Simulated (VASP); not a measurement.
Crystal: BiSe4.

```
Bi Se
1.0
    -2.47491    2.47491    5.90997
     2.47491   -2.47491    5.90997
     2.47491    2.47491   -5.90997
Bi Se
1 4
Cartesian
  0.0000 0.0000 0.0000
  0.0000 0.0000 7.3087
  0.0000 2.4749 2.9550
  2.4749 0.0000 2.9550
  0.0000 0.0000 4.5112
```

The cell was built from a structure type or drawn by symmetry, and may not be a known phase.

| Property | Result |
| --- | --- |
| Program | VASP 6.6.1 |
| Task | relaxation of cell and atoms |
| Functional | PBE |
| Potentials or basis | VASP PAW PBE potentials, release 64 (Bi_d, Se) |
| Cutoff | 600 eV |
| k mesh | 6 × 6 × 6 |
| Occupations | gaussian, width 0.1 eV |
| Spin | no spin polarisation |

At the start: pressure -5.4 GPa; volume 28.96 Å³/atom.

Problem. Where does the relaxation end?

Solution. Over 22 steps the energy falls by 419.0 meV/atom and the volume is 27.55 Å³/atom (-4.9 %); space group I4/mmm (No. 139, to 0.1 Å) before and after.

Step by step:
```tsv
step	energy change (eV)	largest force (eV/Å)	pressure (GPa)	volume (Å³)
1	0.0000	0.0429	-5.39	144.80
2	-0.4726	0.2239	0.19	125.27
3	-0.4766	0.2403	0.87	123.78
4	-0.5964	0.2558	1.20	123.42
5	-0.7907	1.2591	4.66	121.30
6	-0.8311	1.4603	4.36	122.41
7	-0.9148	2.1612	3.63	125.64
8	-0.8439	4.4852	3.06	131.60
9	-0.9324	2.7669	3.31	127.66
10	-1.0872	1.8583	1.09	131.28
11	-1.2007	1.1009	-1.58	136.91
12	-1.2122	0.8921	-2.42	139.08
13	-1.2685	0.8583	-2.23	137.61
14	-1.4192	0.8630	-1.36	133.23
15	-1.5836	0.7139	1.87	124.65
16	-1.6599	0.5415	1.53	125.48
17	-1.7532	0.2951	2.07	127.99
18	-1.7578	0.0724	1.70	127.28
19	-1.8684	0.1062	0.78	129.90
20	-2.0728	0.0943	-0.86	137.72
21	-2.0822	0.1048	-1.12	139.91
22	-2.0951	0.0081	-0.14	137.77
```

Final structure:
```yaml
crystal:
  lattice:
    - [-2.73307, 2.73307, 4.61110]
    - [2.73307, -2.73307, 4.61110]
    - [2.73307, 2.73307, -4.61110]
  atoms:
    - { symbol: Bi, position: [0.00000, 0.00000, 0.00000] }
    - { symbol: Se, position: [0.69112, 0.69112, 0.00000] }
    - { symbol: Se, position: [0.75000, 0.25000, 0.50000] }
    - { symbol: Se, position: [0.25000, 0.75000, 0.50000] }
    - { symbol: Se, position: [0.30888, 0.30888, 0.00000] }
```
